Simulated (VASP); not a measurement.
# Si2Ni (P-3m1) in VASP: a series of runs, part 2 of 2

VASP 6.6.1. The steps go on from the part before.

### Step 3. Single point, PBEsol

This run uses another cell than the first one, of 13.41 Å³/atom, 1.061 times its volume.

The input, INCAR:

```
PREC = Accurate ; ENCUT = 520
EDIFF = 1E-7 ; ISMEAR = 0
SIGMA = 0.15 ; LREAL = False
LASPH = True ; NELM = 60
ALGO = Normal ; ISIF = 2
LWAVE = False ; LCHARG = False
GGA = PS ; NBANDS = 37
```

The input, KPOINTS:

```
Automatic mesh
0
Gamma
  14 14 5
```

The input, POSCAR:

```
Si2Ni
1.0
    2.6957048483     -2.6957048483      0.0000000000
    2.6957048483      0.0000000000     -2.6957048483
    5.5357472638      5.5357472638      5.5357472638
Si Ni
6 3
Direct
    0.6666666667      0.6666666667      0.4058188455
    1.0000000000      0.0000000000      0.0811767548
    0.3333333333      0.3333333333      0.7304609363
    0.6666666667      0.6666666667      0.8927819816
    1.0000000000      0.0000000000      0.5681398909
    0.3333333333      0.3333333333      0.2434978002
    0.3333333333      0.3333333333      0.4869793682
    0.6666666667      0.6666666667      0.1623372775
    1.0000000000      0.0000000000      0.8116214589
```

Potentials or basis: VASP PAW PBE potentials, release 64 (Si, Ni).

Started as:

```sh
cat potpaw_PBE.64/Si/POTCAR potpaw_PBE.64/Ni/POTCAR > POTCAR
mpirun -np 1 vasp_std > vasp.out
```

OUTCAR:

```text
PREC = Accurate
   ENCUT = 520
   EDIFF = 1E-7
   ISMEAR = 0
   LREAL = False
   LASPH = True
   NELM = 60
   ISIF = 2
   GGA = PS

 ion  position               nearest neighbor table
   1  0.667  0.667  0.406-   8 2.33   7 2.33   7 2.33   7 2.33   6 2.70   6 2.70   6 2.70   5 2.70
                             5 2.70   5 2.70
   2  0.000  0.000  0.081-   8 2.33   8 2.33   8 2.33   9 2.58   6 2.70   6 2.70   6 2.70   4 2.85
                             4 2.85   4 2.85
   3  0.333  0.333  0.730-   9 2.33   9 2.33   9 2.33   7 2.33   4 2.70   4 2.70   4 2.70   5 2.70
                             5 2.70   5 2.70
   4  0.667  0.667  0.893-   9 2.33   9 2.33   9 2.33   8 2.58   3 2.70   3 2.70   3 2.70   2 2.85
                             2 2.85   2 2.85
   5  0.000  0.000  0.568-   9 2.33   7 2.33   7 2.33   7 2.33   1 2.70   3 2.70   3 2.70   1 2.70
                             3 2.70   1 2.70
   6  0.333  0.333  0.243-   7 2.33   8 2.33   8 2.33   8 2.33   1 2.70   1 2.70   1 2.70   2 2.70
                             2 2.70   2 2.70
   7  0.333  0.333  0.487-   6 2.33   1 2.33   1 2.33   5 2.33   5 2.33   5 2.33   3 2.33   1 2.33

   8  0.667  0.667  0.162-   1 2.33   6 2.33   6 2.33   2 2.33   2 2.33   2 2.33   6 2.33   4 2.58

   9  0.000  0.000  0.812-   5 2.33   3 2.33   3 2.33   3 2.33   4 2.33   4 2.33   4 2.33   2 2.58

  LATTYP: Found a hexagonal cell.
 ALAT       =     3.8123023566
 C/A-ratio  =     2.5150669128

  Lattice vectors:

 A1 = (  -2.6957048483,   0.0000000000,   2.6957048483)
 A2 = (   2.6957048483,  -2.6957048483,   0.0000000000)
 A3 = (   5.5357472638,   5.5357472638,   5.5357472638)

Analysis of symmetry for initial positions (statically):
=====================================================================
 Subroutine PRICEL returns:
 Original cell was already a primitive cell.

 Routine SETGRP: Setting up the symmetry group for a
 hexagonal supercell.

 Subroutine GETGRP returns: Found 12 space group operations
 (whereof  6 operations were pure point group operations)
 out of a pool of 24 trial point group operations.

The static configuration has the point symmetry C_3v.
 The point group associated with its full space group is D_3d.

[... 156 lines left out ...]
   LEPSILON=     F    determine dielectric tensor
   LRPA    =     F    only Hartree local field effects (RPA)
 non-spin polarized calculation
 Gauss-broadening in eV      SIGMA  =   0.15
  energy-cutoff  :      520.00
  volume of cell :      120.68
 maximum number of plane-waves:      3277
   NGX = 15   NGY = 15   NGZ = 35

 number of electron      53.9999998 magnetization

 Free energy of the ion-electron system (eV)
  ---------------------------------------------------
  ext. energy  EPLUGINS =         0.00000000
  ---------------------------------------------------
  free energy    TOTEN  =       -56.70888837 eV

  energy without entropy =      -56.68012233  energy(sigma->0) =      -56.69450535

 E-fermi :  10.0650     XC(G=0): -11.6102

 val. band max:       10.0643605253   @ k =   0.2857   0.0000   0.0000
 cond. band min:      10.0725004897   @ k =   0.2143   0.0000   0.2000
 fundamental gap:      0.0081399644
 Fermi energy:        10.0650285501

 k-point     1 :       0.0000    0.0000    0.0000
  band No.  band energies     occupation
      1      -3.6567      2.00000
      2      -2.2283      2.00000
      3      -1.8876      2.00000
      4       1.9804      2.00000
      5       2.2051      2.00000
      6       4.9151      2.00000
[... 949 lines left out ...]
     36      15.0960      0.00000
     37      15.7563      0.00000

 [... further k-points ...]

------------------------ aborting loop because EDIFF is reached ----------------------------------------

  FORCE on cell =-STRESS in cart. coord.  units (eV):
  Direction    XX          YY          ZZ          XY          YZ          ZX
  --------------------------------------------------------------------------------------
  -------------------------------------------------------------------------------------
  Total       -2.0507888     -2.0507888     -2.0507888     -1.3658378     -1.3658378     -1.3658378
  in kB      -27.2263439    -27.2263439    -27.2263439    -18.1329101    -18.1329101    -18.1329101
  external PRESSURE =     -27.2263439 kB  Pullay stress =       0.0000000 kB

 VOLUME and BASIS-vectors are now :
 -----------------------------------------------------------------------------
  energy-cutoff  :      520.00
  volume of cell :      120.68
      direct lattice vectors                 reciprocal lattice vectors
     2.695704848 -2.695704848  0.000000000     0.123653498 -0.247306995  0.123653498
     2.695704848  0.000000000 -2.695704848     0.123653498  0.123653498 -0.247306995
     5.535747264  5.535747264  5.535747264     0.060214695  0.060214695  0.060214695

 POSITION                                       TOTAL-FORCE (eV/Angst)
 -----------------------------------------------------------------------------------
      5.84078      0.44937      0.44937        -0.084352     -0.084352     -0.084352
      0.44937      0.44937      0.44937        -0.508047     -0.508047     -0.508047
      5.84078      3.14508      3.14508         0.138622      0.138622      0.138622
      8.53649      3.14508      3.14508         0.508047      0.508047      0.508047
      3.14508      3.14508      3.14508         0.084352      0.084352      0.084352
      3.14508      0.44937      0.44937        -0.138622     -0.138622     -0.138622
      4.49293      1.79723      1.79723        -0.000000      0.000000      0.000000
      4.49293     -0.89848     -0.89848        -0.263830     -0.263830     -0.263830
      4.49293      4.49293      4.49293         0.263830      0.263830      0.263830
 -----------------------------------------------------------------------------------
    total drift:                               -0.000078     -0.000077     -0.000077

  FREE ENERGIE OF THE ION-ELECTRON SYSTEM (eV)
  ---------------------------------------------------
  free  energy   TOTEN  =       -56.7088883697 eV

  energy  without entropy=      -56.6801223344  energy(sigma->0) =      -56.69450535
```

OSZICAR:

```text
N       E                     dE             d eps       ncg     rms          rms(c)
DAV:   1     0.324930688846E+03    0.32493E+03   -0.22552E+04  7696   0.153E+03
DAV:   2    -0.334614091967E+02   -0.35839E+03   -0.34334E+03  7706   0.335E+02
DAV:   3    -0.622822173113E+02   -0.28821E+02   -0.27632E+02  9024   0.108E+02
[... 12 lines left out ...]
DAV:  16    -0.567088888314E+02   -0.35034E-05   -0.52327E-05  9021   0.634E-02    0.168E-02
DAV:  17    -0.567088884027E+02    0.42867E-06   -0.24551E-06  9515   0.137E-02    0.110E-02
DAV:  18    -0.567088886101E+02   -0.20738E-06   -0.59940E-07  8899   0.745E-03    0.444E-03
DAV:  19    -0.567088883541E+02    0.25604E-06   -0.48807E-07  7560   0.111E-02    0.797E-04
DAV:  20    -0.567088883697E+02   -0.15580E-07   -0.57496E-08  5014   0.273E-03
   1 F= -.56708888E+02 E0= -.56694505E+02  d E =-.287660E-01
```

stdout:

```text
POSCAR found type information on POSCAR SiNi
 POSCAR found :  2 types and       9 ions
 scaLAPACK will be used
 -----------------------------------------------------------------------------
|                                                                             |
|                                                                             |
|     You enforced a specific xc type in the INCAR file but a different       |
|     I HOPE YOU KNOW WHAT YOU ARE DOING!                                     |
|                                                                             |
 -----------------------------------------------------------------------------

 LDA part: xc-table for (Slater+PW92), standard interpolation
 POSCAR, INCAR and KPOINTS ok, starting setup
 FFT: planning ... GRIDC
 FFT: planning ... GRID_SOFT
 FFT: planning ... GRID
 WAVECAR not read
 entering main loop
```

Wall time 9.8 min (1 thread of Intel Xeon 6975P-C, shared host); peak memory 0.48 GiB.

What came out:

| Item | Value |
| --- | --- |
| Free energy | -56.7089 eV |
| Pressure | -2.7 GPa |
| Largest force | 0.880 eV/Å |
| Band gap on the k mesh | zero (band 27 reaches 11.54 eV, above the bottom of band 28 at 9.62 eV) |

Forces in eV/Å, atoms in the order of the input:
```
Si  -0.084 -0.084 -0.084
Si  -0.508 -0.508 -0.508
Si   0.139  0.139  0.139
Si   0.508  0.508  0.508
Si   0.084  0.084  0.084
Si  -0.139 -0.139 -0.139
Ni   0.000  0.000  0.000
Ni  -0.264 -0.264 -0.264
Ni   0.264  0.264  0.264
```

Stress tensor (GPa, compression positive):
```
-2.72 -1.81 -1.81
-1.81 -2.72 -1.81
-1.81 -1.81 -2.72
```

Levels at points of the mesh, in eV from the Fermi level:
| k point | band 24 | band 25 | band 26 | band 27 | band 28 | band 29 | band 30 | band 31 |
| --- | --- | --- | --- | --- | --- | --- | --- | --- |
| (0.00, 0.00, 0.00) | -0.33 | -0.33 | 1.46 | 1.47 | 1.63 | 1.83 | 1.83 | 2.11 |
| (0.50, 0.00, 0.00) | -2.14 | -2.14 | -2.10 | -2.00 | -0.45 | 0.56 | 0.66 | 1.47 |

Caveat: the PAW data sets were made with another functional, which shifts forces and pressure a little.
